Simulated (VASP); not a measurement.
# P in VASP: further runs, part 2 of 2

VASP 6.6.1. The steps go on from the part before.

## 3. Single point, PBEsol (strain -0.030 along x and y, -0.015 along z)

Contents of INCAR:

```
ALGO = Normal
EDIFF = 1E-6
ENCUT = 520
GGA = PS
ISIF = 2
ISMEAR = 0
LASPH = True
LCHARG = False
LREAL = False
LWAVE = False
NBANDS = 18
NELM = 60
PREC = Accurate
SIGMA = 0.05
```

Contents of KPOINTS:

```
k-points
0
Gamma
  8 1 6
```

Contents of POSCAR:

```
P
1.0
    3.1852158884      0.0000000000      0.0000000000
    0.0000000000     33.8113200603      0.0000000000
    0.0000000000      0.0000000000      4.5626034394
P
4
Direct
    0.0000000000      0.9702614300      0.5921507200
    0.0000000000      0.0297385700      0.4078492800
    0.5000000000      0.0297385700      0.0921507200
    0.5000000000      0.9702614300      0.9078492800
```

Potentials or basis: VASP PAW PBE potentials, release 64 (P).

Launch:

```sh
> cat potpaw_PBE.64/P/POTCAR > POTCAR
> mpirun -np 1 vasp_std > vasp.out
```

OUTCAR:

```text
EDIFF = 1E-6
   ENCUT = 520
   GGA = PS
   ISIF = 2
   ISMEAR = 0
   LASPH = True
   LREAL = False
   NELM = 60
   PREC = Accurate

 ion  position               nearest neighbor table
   1  0.000  0.970  0.592-   4 2.15   4 2.15   2 2.18
   2  0.000  0.030  0.408-   3 2.15   3 2.15   1 2.18
   3  0.500  0.030  0.092-   2 2.15   2 2.15   4 2.18
   4  0.500  0.970  0.908-   1 2.15   1 2.15   3 2.18

  LATTYP: Found a simple orthorhombic cell.
 ALAT       =     3.1852158884
 B/A-ratio  =     1.4324314581
 C/A-ratio  =    10.6150795566

  Lattice vectors:

 A1 = (  -3.1852158884,   0.0000000000,   0.0000000000)
 A2 = (   0.0000000000,   0.0000000000,   4.5626034394)
 A3 = (   0.0000000000,  33.8113200603,   0.0000000000)

Analysis of symmetry for initial positions (statically):
=====================================================================
 Subroutine PRICEL returns:
 Original cell was already a primitive cell.

 Routine SETGRP: Setting up the symmetry group for a
 simple orthorhombic supercell.
[... 166 lines left out ...]

  energy without entropy =      -22.70356642  energy(sigma->0) =      -22.70356642

 E-fermi :  -3.0183     XC(G=0):  -1.8391

 val. band max:       -3.2936123784   @ k =   0.1250   0.0000   0.0000
 cond. band min:      -2.3929060593   @ k =   0.0000   0.0000   0.0000
 fundamental gap:      0.9007063191
 Fermi energy:        -3.0182535271

 k-point     1 :       0.0000    0.0000    0.0000
  band No.  band energies     occupation
      1     -19.0613      2.00000
      2     -16.3410      2.00000
      3     -12.8933      2.00000
      4      -9.4901      2.00000
      5      -8.3789      2.00000
      6      -7.8399      2.00000
[... 397 lines left out ...]
      5      -8.6930      2.00000
      6      -8.6930      2.00000
[... 10 lines left out ...]
     17       3.3189      0.00000
     18       3.3189      0.00000

------------------------ aborting loop because EDIFF is reached ----------------------------------------

  FORCE on cell =-STRESS in cart. coord.  units (eV):
  Direction    XX          YY          ZZ          XY          YZ          ZX
  --------------------------------------------------------------------------------------
  -------------------------------------------------------------------------------------
  Total        3.8444300      2.7344849      2.5117254      0.0000000     -0.0000000      0.0000000
  in kB       12.5351294      8.9160477      8.1897192      0.0000000     -0.0000000      0.0000000
  external PRESSURE =       9.8802988 kB  Pullay stress =       0.0000000 kB

 VOLUME and BASIS-vectors are now :
 -----------------------------------------------------------------------------
  energy-cutoff  :      520.00
  volume of cell :      491.38
      direct lattice vectors                 reciprocal lattice vectors
     3.185215888  0.000000000  0.000000000     0.313950462  0.000000000  0.000000000
     0.000000000 33.811320060  0.000000000     0.000000000  0.029575893  0.000000000
     0.000000000  0.000000000  4.562603439     0.000000000  0.000000000  0.219173113

 POSITION                                       TOTAL-FORCE (eV/Angst)
 -----------------------------------------------------------------------------------
      0.00000     32.80582      2.70175        -0.000000     -0.684018     -0.571615
      0.00000      1.00550      1.86085         0.000000      0.684018      0.571615
      1.59261      1.00550      0.42045         0.000000      0.684018     -0.571615
      1.59261     32.80582      4.14216         0.000000     -0.684018      0.571615
 -----------------------------------------------------------------------------------
    total drift:                               -0.000000     -0.000000     -0.000000

  FREE ENERGIE OF THE ION-ELECTRON SYSTEM (eV)
  ---------------------------------------------------
  free  energy   TOTEN  =       -22.7035664235 eV

  energy  without entropy=      -22.7035664235  energy(sigma->0) =      -22.70356642
```

OSZICAR:

```text
N       E                     dE             d eps       ncg     rms          rms(c)
DAV:   1     0.136406363401E+03    0.13641E+03   -0.56408E+03   720   0.729E+02
DAV:   2    -0.567324818941E+01   -0.14208E+03   -0.13240E+03  1202   0.134E+02
DAV:   3    -0.226712457651E+02   -0.16998E+02   -0.16922E+02   964   0.560E+01
DAV:   4    -0.230243500812E+02   -0.35310E+00   -0.35205E+00  1008   0.104E+01
[... 13 lines left out ...]
DAV:  18    -0.227035391766E+02   -0.77369E-05   -0.11278E-07   762   0.166E-03    0.219E-03
DAV:  19    -0.227035598452E+02   -0.20669E-04   -0.53752E-07   680   0.215E-03    0.976E-04
DAV:  20    -0.227035625216E+02   -0.26764E-05   -0.41746E-08   756   0.660E-04    0.536E-04
DAV:  21    -0.227035660126E+02   -0.34910E-05   -0.87522E-08   698   0.812E-04    0.463E-04
DAV:  22    -0.227035664235E+02   -0.41088E-06   -0.59390E-09   734   0.314E-04
   1 F= -.22703566E+02 E0= -.22703566E+02  d E =-.791586E-16
```

It took 4.8 min on 1 thread of Oxide Virtual Turin-like, shared host; peak memory 0.5 GiB.

Results:

```yaml
Free_energy: -22.7036 eV
Largest_force: 0.891 eV/Å
Band_gap_on_the_k_mesh: 0.90 eV, indirect (least direct gap 0.94 eV)
```

Forces on the atoms (eV/Å):
```
P    0.000 -0.684 -0.572
P    0.000  0.684  0.572
P    0.000  0.684 -0.572
P    0.000 -0.684  0.572
```

Caveat: the cell differs from its parent crystal (strain -0.030 along x and y, -0.015 along z); the PAW data sets were made with another functional, which shifts forces and pressure a little.

## 4. Single point, PBEsol (strain -0.030 along x and y, +0.000 along z)

Contents of INCAR:

```
PREC = Accurate
ENCUT = 520
EDIFF = 1E-7
ISMEAR = 0
SIGMA = 0.05
LREAL = False
LASPH = True
NELM = 60
ALGO = Normal
ISIF = 2
LWAVE = False
LCHARG = False
GGA = PS
NBANDS = 18
```

Contents of KPOINTS:

```
Automatic mesh
0
Gamma
  8 1 6
```

POSCAR: that of step 3 with these lines changed.

```diff
@@ -4,3 +4,3 @@
     0.0000000000     33.8113200603      0.0000000000
-    0.0000000000      0.0000000000      4.5626034394
+    0.0000000000      0.0000000000      4.6320847100
 P
```

Launch:

```sh
> cat potpaw_PBE.64/P/POTCAR > POTCAR
> mpirun -np 1 vasp_std > vasp.out
```

Run time: 4 min. Hardware: 1 thread of Oxide Virtual Turin-like, shared host; peak memory 0.49 GiB.

It converged, with:

* Free energy: -22.7333 eV
* Largest force: 0.703 eV/Å
* Band gap on the k mesh: 1.00 eV, indirect (least direct gap 1.02 eV)

Forces in eV/Å, atoms in the order of the input:
```
P    0.000 -0.629 -0.313
P    0.000  0.629  0.313
P    0.000  0.629 -0.313
P    0.000 -0.629  0.313
```

Levels at points of the mesh, in eV from the valence-band top:
| k point | band 7 | band 8 | band 9 | band 10 | band 11 | band 12 | band 13 | band 14 |
| --- | --- | --- | --- | --- | --- | --- | --- | --- |
| (0.00, 0.00, 0.00) | -3.29 | -1.75 | -1.57 | -0.03 | 1.00 | 1.77 | 3.07 | 3.45 |
| (0.50, 0.00, 0.00) | -2.86 | -2.86 | -2.02 | -2.02 | 1.11 | 1.11 | 2.19 | 2.19 |
| (0.00, 0.00, 0.50) | -2.47 | -2.47 | -1.57 | -1.57 | 2.44 | 2.44 | 3.89 | 3.89 |
| (0.50, 0.00, 0.50) | -4.67 | -4.67 | -0.99 | -0.99 | 2.45 | 2.45 | 3.55 | 3.55 |

Caveat: the cell differs from its parent crystal (strain -0.030 along x and y, +0.000 along z); the PAW data sets were made with another functional, which shifts forces and pressure a little.

## 5. Single point, PBEsol (strain -0.015 along x and y, -0.030 along z)

Contents of INCAR:

```
SYSTEM = P
ALGO     = Normal         ! electronic algorithm
EDIFF    = 1E-7           ! SCF threshold, eV
ENCUT    = 520            ! plane-wave cutoff, eV
GGA      = PS             ! functional
ISIF     = 2              ! what is computed and relaxed
ISMEAR   = 0              ! smearing method
LASPH    = .True.         ! aspherical terms in the spheres
LCHARG   = .True.         ! write CHGCAR
LELF     = .True.         ! ELF
LREAL    = .False.        ! projectors in reciprocal space
LVHAR    = .True.       
LWAVE    = .False.        ! write WAVECAR
NBANDS   = 18             ! bands
NELM     = 60             ! most SCF steps
PREC     = Accurate       ! precision mode
SIGMA    = 0.05           ! smearing width, eV
```

Contents of KPOINTS:

```
k-points
0
Gamma
  8 1 6
  0 0 0
```

Contents of POSCAR:

```
P
1.0
    3.2344718042      0.0000000000      0.0000000000
    0.0000000000     34.3341755251      0.0000000000
    0.0000000000      0.0000000000      4.4931221687
P
4
Direct
    0.0000000000      0.9702614300      0.5921507200
    0.0000000000      0.0297385700      0.4078492800
    0.5000000000      0.0297385700      0.0921507200
    0.5000000000      0.9702614300      0.9078492800
```

Launch:

```sh
> cat potpaw_PBE.64/P/POTCAR > POTCAR
> mpirun -np 1 vasp_std > vasp.out
```

Wall time 5.1 min (1 thread of Oxide Virtual Turin-like, shared host); peak memory 0.5 GiB.

It converged, with:

```yaml
Free_energy: -22.7467 eV
Largest_force: 0.880 eV/Å
Band_gap_on_the_k_mesh: 0.77 eV, indirect (least direct gap 0.79 eV)
```

Forces in eV/Å, atoms in the order of the input:
```
P    0.000 -0.413 -0.777
P    0.000  0.413  0.777
P    0.000  0.413 -0.777
P    0.000 -0.413  0.777
```

Levels at points of the mesh, in eV from the valence-band top:
```tsv
k point	band 7	band 8	band 9	band 10	band 11	band 12	band 13	band 14
(0.00, 0.00, 0.00)	-3.79	-2.09	-1.85	-0.02	0.77	1.32	2.61	3.45
(0.50, 0.00, 0.00)	-2.91	-2.91	-2.17	-2.17	1.16	1.16	2.13	2.13
(0.00, 0.00, 0.50)	-2.94	-2.94	-1.39	-1.39	2.03	2.03	3.75	3.75
(0.50, 0.00, 0.50)	-4.85	-4.85	-1.20	-1.20	2.23	2.23	4.03	4.03
```

Caveat: the cell differs from its parent crystal (strain -0.015 along x and y, -0.030 along z); the PAW data sets were made with another functional, which shifts forces and pressure a little.

## 6. Single point, PBEsol (strain -0.030 along x and y, +0.015 along z)

Contents of INCAR:

```
SYSTEM = P
PREC     = Accurate       ! precision mode
ENCUT    = 520            ! plane-wave cutoff, eV
EDIFF    = 1E-6           ! SCF threshold, eV
ISMEAR   = 0              ! smearing method
SIGMA    = 0.05           ! smearing width, eV
LREAL    = .FALSE.        ! projectors in reciprocal space
LASPH    = .TRUE.         ! aspherical terms in the spheres
NELM     = 80             ! most SCF steps
ALGO     = Normal         ! electronic algorithm
ISIF     = 2              ! what is computed and relaxed
LWAVE    = .FALSE.        ! write WAVECAR
LCHARG   = .TRUE.         ! write CHGCAR
GGA      = PS             ! functional
LELF     = .TRUE.         ! ELF
LVHAR    = .TRUE.       
NBANDS   = 18             ! bands
```

Contents of KPOINTS:

```
Automatic mesh
0
G
  8 1 6
  0 0 0
```

Contents of POSCAR:

```
P
1.0
    3.1852158884      0.0000000000      0.0000000000
    0.0000000000     33.8113200603      0.0000000000
    0.0000000000      0.0000000000      4.7015659806
P
4
Direct
    0.0000000000      0.9702614300      0.5921507200
    0.0000000000      0.0297385700      0.4078492800
    0.5000000000      0.0297385700      0.0921507200
    0.5000000000      0.9702614300      0.9078492800
```

Potentials or basis: VASP PAW PBE potentials, release 64 (P).

Launch:

```sh
> cat potpaw_PBE.64/P/POTCAR > POTCAR
> mpirun -np 1 vasp_std > vasp.out
```

It took 4.5 min on 1 thread of Oxide Virtual Turin-like, shared host; peak memory 0.49 GiB.

The run converged. Its results:

```
Free energy            : -22.7460 eV
Largest force          : 0.577 eV/Å
Band gap on the k mesh : 1.09 eV, indirect (least direct gap 1.11 eV)
```

Forces on the atoms (eV/Å):
```
P    0.000 -0.574 -0.065
P    0.000  0.574  0.065
P    0.000  0.574 -0.065
P    0.000 -0.574  0.065
```

Levels at points of the mesh, in eV from the valence-band top:
| k point | band 7 | band 8 | band 9 | band 10 | band 11 | band 12 | band 13 | band 14 |
| --- | --- | --- | --- | --- | --- | --- | --- | --- |
| (0.00, 0.00, 0.00) | -3.08 | -1.67 | -1.38 | -0.02 | 1.09 | 1.93 | 3.18 | 3.42 |
| (0.50, 0.00, 0.00) | -2.80 | -2.80 | -1.94 | -1.94 | 1.11 | 1.11 | 2.23 | 2.23 |
| (0.00, 0.00, 0.50) | -2.28 | -2.28 | -1.61 | -1.61 | 2.55 | 2.55 | 3.91 | 3.91 |
| (0.50, 0.00, 0.50) | -4.56 | -4.56 | -0.91 | -0.91 | 2.50 | 2.50 | 3.42 | 3.42 |

Caveat: the cell differs from its parent crystal (strain -0.030 along x and y, +0.015 along z); the PAW data sets were made with another functional, which shifts forces and pressure a little.

## 7. Overview

| cell | gap on the mesh (eV) | largest force (eV/Å) |
| --- | --- | --- |
| a = 3.185, b = 33.811, c = 4.493 Å, 4 atoms | 0.80 | 1.12 |
| a = 3.185, b = 33.811, c = 4.563 Å, 4 atoms | 0.90 | 0.89 |
| a = 3.185, b = 33.811, c = 4.632 Å, 4 atoms | 1.00 | 0.70 |
| a = 3.234, b = 34.334, c = 4.493 Å, 4 atoms | 0.77 | 0.88 |
| a = 3.185, b = 33.811, c = 4.702 Å, 4 atoms | 1.09 | 0.58 |

Alike in all rows: task single point; level PBEsol; potentials or basis VASP PAW PBE potentials, release 64 (P); no spin polarisation; k mesh 8 × 1 × 6; cutoff (eV) 520; smearing gaussian 0.05 eV.

Caveats: the PAW data sets were made with another functional, which shifts forces and pressure a little.

Total energies depend on the potentials used, so only differences within one code and one set of settings carry meaning.
